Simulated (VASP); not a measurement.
# BaTe (P6_3/mmc) in VASP: further runs, part 3 of 3

VASP 6.6.1. Earlier steps stand in the parts before.

**7. Single point, r2SCAN (epitaxial xy strain +3.0%)**

Input file POSCAR:

```
BaTe
1.0
    6.1513482903      0.0000000000      0.0000000000
   -3.0756741451      5.3272238869      0.0000000000
    0.0000000000      0.0000000000      6.9527818801
Ba Te
2 2
Direct
    0.3333333333      0.6666666667     -0.0625000000
    0.6666666667      0.3333333333      0.4375000000
    0.3333333333      0.6666666667      0.4375000000
    0.6666666667      0.3333333333      0.9375000000
```

Input file INCAR.step1:

```
SYSTEM = BaTe
ALGO = Normal
EDIFF = 1E-4
ENCUT = 520
GGA = PE
ISMEAR = 0
LASPH = .TRUE.
LCHARG = .FALSE.
LREAL = .FALSE.
LWAVE = .TRUE.
NBANDS = 24
NELM = 60
PREC = Accurate
SIGMA = 0.01
```

Input file INCAR.step2:

```
SYSTEM = BaTe
ALGO = Normal
EDIFF = 1E-7
ENCUT = 520
ISIF = 2
ISMEAR = 0
ISTART = 1
LASPH = .TRUE.
LCHARG = .FALSE.
LMIXTAU = .TRUE.
LREAL = .FALSE.
LWAVE = .FALSE.
METAGGA = R2SCAN
NBANDS = 24
NELM = 60
PREC = Accurate
SIGMA = 0.01
```

Input file KPOINTS:

```
k-points
0
G
  6 6 4
  0 0 0
```

Potentials or basis: VASP PAW PBE potentials, release 64 (Ba_sv, Te).

Launch:

```console
cat potpaw_PBE.64/Ba_sv/POTCAR potpaw_PBE.64/Te/POTCAR > POTCAR
cp INCAR.step1 INCAR
mpirun -np 1 vasp_std > vasp.out
cp INCAR.step2 INCAR
mpirun -np 1 vasp_std > vasp.out
```

OUTCAR:

```text
SYSTEM = BaTe
   EDIFF = 1E-7
   ENCUT = 520
   ISIF = 2
   ISMEAR = 0
   ISTART = 1
   LASPH = .TRUE.
   LREAL = .FALSE.
   METAGGA = R2SCAN
   NELM = 60
   PREC = Accurate

 ion  position               nearest neighbor table
   1  0.333  0.667  0.938-   3 3.48   3 3.48   4 3.55   4 3.55   4 3.55
   2  0.667  0.333  0.438-   4 3.48   4 3.48   3 3.55   3 3.55   3 3.55
   3  0.333  0.667  0.438-   1 3.48   1 3.48   2 3.55   2 3.55   2 3.55
   4  0.667  0.333  0.938-   2 3.48   2 3.48   1 3.55   1 3.55   1 3.55

  LATTYP: Found a hexagonal cell.
 ALAT       =     6.1513482903
 C/A-ratio  =     1.1302858417

  Lattice vectors:

 A1 = (   6.1513482903,   0.0000000000,   0.0000000000)
 A2 = (  -3.0756741451,   5.3272238869,   0.0000000000)
 A3 = (   0.0000000000,   0.0000000000,   6.9527818801)

Analysis of symmetry for initial positions (statically):
=====================================================================
 Subroutine PRICEL returns:
 Original cell was already a primitive cell.

 Routine SETGRP: Setting up the symmetry group for a
 hexagonal supercell.

 Subroutine GETGRP returns: Found 24 space group operations
 (whereof  6 operations were pure point group operations)
 out of a pool of 24 trial point group operations.

The static configuration has the point symmetry C_3v.
 The point group associated with its full space group is D_6h.

Analysis of symmetry for dynamics (positions and initial velocities):
=====================================================================
 Subroutine PRICEL returns:
 Original cell was already a primitive cell.

 Routine SETGRP: Setting up the symmetry group for a
 hexagonal supercell.

 Subroutine GETGRP returns: Found 24 space group operations
 (whereof  6 operations were pure point group operations)
 out of a pool of 24 trial point group operations.

The dynamic configuration has the point symmetry C_3v.
 The point group associated with its full space group is D_6h.
[... 116 lines left out ...]
   IALGO  =     38    algorithm
   IMIX   =      4    mixing-type and parameters
     AMIX     =   0.40;   BMIX     =  1.00
     AMIX_MAG =   1.60;   BMIX_MAG =  1.00
  volume/ion in A,a.u.               =      56.96       384.38
  Fermi-wavevector in a.u.,A,eV,Ry     =   0.850971  1.608102  9.852686  0.724152
  Thomas-Fermi vector in A             =   1.967032
   LORBIT       =      0    0 simple, 1 ext, 2 COOP (PROOUT), +10 PAW based schemes
   METAGGA = R2SCAN    functional components
   LHFCALC =     F    Hartree Fock is set to
   AEXX    =    0.0000 exact exchange contribution
   IVDW    =     0    specifies the selected vdW correction
   LEPSILON=     F    determine dielectric tensor
   LRPA    =     F    only Hartree local field effects (RPA)
 non-spin polarized calculation
 Gauss-broadening in eV      SIGMA  =   0.01
  energy-cutoff  :      520.00
  volume of cell :      227.84
 maximum number of plane-waves:      6158
 NGX is ok and might be reduce to    48
   NGX = 23   NGY = 23   NGZ = 25

 number of electron      31.9999999 magnetization

 Free energy of the ion-electron system (eV)
  ---------------------------------------------------
  ext. energy  EPLUGINS =         0.00000000
  ---------------------------------------------------
  free energy    TOTEN  =      -111.39179259 eV

  energy without entropy =     -111.39179259  energy(sigma->0) =     -111.39179259

 E-fermi :   0.6970     XC(G=0):  -7.2530

 val. band max:        0.5814975489   @ k =   0.0000   0.0000   0.0000
 cond. band min:       2.8615793011   @ k =   0.3333   0.3333   0.0000
 fundamental gap:      2.2800817522
 Fermi energy:         0.6969630937

 k-point     1 :       0.0000    0.0000    0.0000
  band No.  band energies     occupation
      1     -27.6494      2.00000
      2     -27.6368      2.00000
      3     -12.4782      2.00000
      4     -12.4580      2.00000
      5     -12.4580      2.00000
      6     -12.3984      2.00000
[... 556 lines left out ...]
     23       5.8408      0.00000
     24       5.8408      0.00000

------------------------ aborting loop because EDIFF is reached ----------------------------------------

  FORCE on cell =-STRESS in cart. coord.  units (eV):
  Direction    XX          YY          ZZ          XY          YZ          ZX
  --------------------------------------------------------------------------------------
  -------------------------------------------------------------------------------------
  Total       -1.7521039     -1.7521039      0.4620166     -0.0000000      0.0000000      0.0000000
  in kB      -12.3208470    -12.3208470      3.2489143     -0.0000000      0.0000000      0.0000000
  external PRESSURE =      -7.1309265 kB  Pullay stress =       0.0000000 kB

 VOLUME and BASIS-vectors are now :
 -----------------------------------------------------------------------------
  energy-cutoff  :      520.00
  volume of cell :      227.84
      direct lattice vectors                 reciprocal lattice vectors
     6.151348290  0.000000000  0.000000000     0.162565986  0.093857516  0.000000000
    -3.075674145  5.327223887  0.000000000     0.000000000  0.187715032  0.000000000
     0.000000000  0.000000000  6.952781880     0.000000000  0.000000000  0.143827322

 POSITION                                       TOTAL-FORCE (eV/Angst)
 -----------------------------------------------------------------------------------
     -0.00000      3.55148      6.51823         0.000000     -0.000000     -0.000000
      3.07567      1.77574      3.04184        -0.000000      0.000000      0.000000
     -0.00000      3.55148      3.04184         0.000000      0.000000     -0.000000
      3.07567      1.77574      6.51823        -0.000000     -0.000000     -0.000000
 -----------------------------------------------------------------------------------
    total drift:                               -0.000000      0.000000      0.000047

  FREE ENERGIE OF THE ION-ELECTRON SYSTEM (eV)
  ---------------------------------------------------
  free  energy   TOTEN  =      -111.3917925882 eV

  energy  without entropy=     -111.3917925882  energy(sigma->0) =     -111.39179259
```

OUTCAR.step1:

```text
SYSTEM = BaTe
   EDIFF = 1E-4
   ENCUT = 520
   GGA = PE
   ISMEAR = 0
   LASPH = .TRUE.
   LREAL = .FALSE.
   NELM = 60
[... 791 lines left out ...]
      3.07567      1.77574      3.04184        -0.000000      0.000000     -0.000000
     -0.00000      3.55148      3.04184        -0.000000      0.000000     -0.000000
      3.07567      1.77574      6.51823         0.000000     -0.000000     -0.000000
 -----------------------------------------------------------------------------------
    total drift:                               -0.000000      0.000000     -0.000010

  FREE ENERGIE OF THE ION-ELECTRON SYSTEM (eV)
  ---------------------------------------------------
  free  energy   TOTEN  =       -16.7340652752 eV

  energy  without entropy=      -16.7340652752  energy(sigma->0) =      -16.73406528
```

OSZICAR.step1:

```text
N       E                     dE             d eps       ncg     rms          rms(c)
DAV:   1     0.229152097082E+03    0.22915E+03   -0.12044E+04  1008   0.106E+03
DAV:   2     0.516267107707E+01   -0.22399E+03   -0.21245E+03  1336   0.204E+02
DAV:   3    -0.162045500509E+02   -0.21367E+02   -0.21255E+02  1416   0.707E+01
DAV:   4    -0.173244020114E+02   -0.11199E+01   -0.11187E+01  1696   0.136E+01
DAV:   5    -0.173407534380E+02   -0.16351E-01   -0.16350E-01  1240   0.187E+00    0.495E+00
DAV:   6    -0.167887935609E+02    0.55196E+00   -0.86861E-01  1448   0.294E+00    0.336E+00
DAV:   7    -0.167032338862E+02    0.85560E-01   -0.65672E-01  1368   0.278E+00    0.134E+00
DAV:   8    -0.167218187020E+02   -0.18585E-01   -0.85042E-02  1288   0.127E+00    0.291E-01
DAV:   9    -0.167268736252E+02   -0.50549E-02   -0.12413E-02  1328   0.464E-01    0.198E-01
DAV:  10    -0.167321009316E+02   -0.52273E-02   -0.35158E-03  1176   0.217E-01    0.551E-02
DAV:  11    -0.167337950596E+02   -0.16941E-02   -0.20272E-03  1136   0.175E-01    0.301E-02
DAV:  12    -0.167340497190E+02   -0.25466E-03   -0.38503E-04  1080   0.721E-02    0.762E-03
DAV:  13    -0.167340652752E+02   -0.15556E-04   -0.19887E-05   952   0.210E-02
   1 F= -.16734065E+02 E0= -.16734065E+02  d E =-.595093E-33
```

Wall time 17 min (1 thread of Oxide Virtual Turin-like, shared host); peak memory 0.41 GiB.

Results:

| Item | Value |
| --- | --- |
| Free energy | -111.3918 eV |
| Pressure | -0.7 GPa |
| Band gap on the k mesh | 2.28 eV, indirect (least direct gap 2.53 eV) |

Levels at points of the mesh, in eV from the valence-band top:
```
           k point  band 12  band 13  band 14  band 15  band 16  band 17  band 18  band 19  band 20  band 21
(0.00, 0.00, 0.00)    -1.04    -0.90    -0.86    -0.86     0.00     2.53     3.11     3.11     4.22     4.75
(0.50, 0.00, 0.00)    -0.95    -0.90    -0.70    -0.46    -0.40     2.70     3.01     3.19     4.11     4.42
(0.00, 0.00, 0.50)    -1.43    -1.05    -1.05    -1.05    -1.05     3.36     3.36     4.65     4.65     4.65
(0.50, 0.00, 0.50)    -1.74    -0.90    -0.90    -0.78    -0.78     3.41     3.41     4.27     4.27     4.83
```

Caveat: the cell differs from its parent crystal (epitaxial xy strain +3.0%); the PAW data sets were made with another functional, which shifts forces and pressure a little; spin-orbit coupling is left out, which moves the levels of the heavy elements. A k mesh can miss the band edges.

**8. Summary**

| level | cell | smearing | gap on the mesh (eV) | pressure (GPa) |
| --- | --- | --- | --- | --- |
| PBE | a = 5.972, b = 5.972, c = 7.004 Å, angles 90.0, 90.0, 120.0°, 4 atoms | fermi-dirac 0.02 eV | 1.89 | 0.2 |
| PBE | a = 5.972, b = 5.972, c = 7.179 Å, angles 90.0, 90.0, 120.0°, 4 atoms | fermi-dirac 0.02 eV | 1.96 | -0.3 |
| PBE | a = 6.151, b = 6.151, c = 6.953 Å, angles 90.0, 90.0, 120.0°, 4 atoms | fermi-dirac 0.02 eV | 1.92 | -0.7 |
| r2SCAN | a = 5.972, b = 5.972, c = 7.004 Å, angles 90.0, 90.0, 120.0°, 4 atoms | gaussian 0.01 eV | 2.24 | 0.2 |
| r2SCAN | a = 5.972, b = 5.972, c = 7.179 Å, angles 90.0, 90.0, 120.0°, 4 atoms | gaussian 0.01 eV | 2.31 | -0.4 |
| r2SCAN | a = 6.151, b = 6.151, c = 6.953 Å, angles 90.0, 90.0, 120.0°, 4 atoms | gaussian 0.01 eV | 2.28 | -0.7 |

Alike in all rows: task single point; potentials or basis VASP PAW PBE potentials, release 64 (Ba_sv, Te); no spin polarisation; k mesh 6 × 6 × 4; cutoff (eV) 520.

Caveats: spin-orbit coupling is left out, which moves the levels of the heavy elements; the PAW data sets were made with another functional, which shifts forces and pressure a little (some runs).

Absolute energies hang on the potentials; compare differences alone.
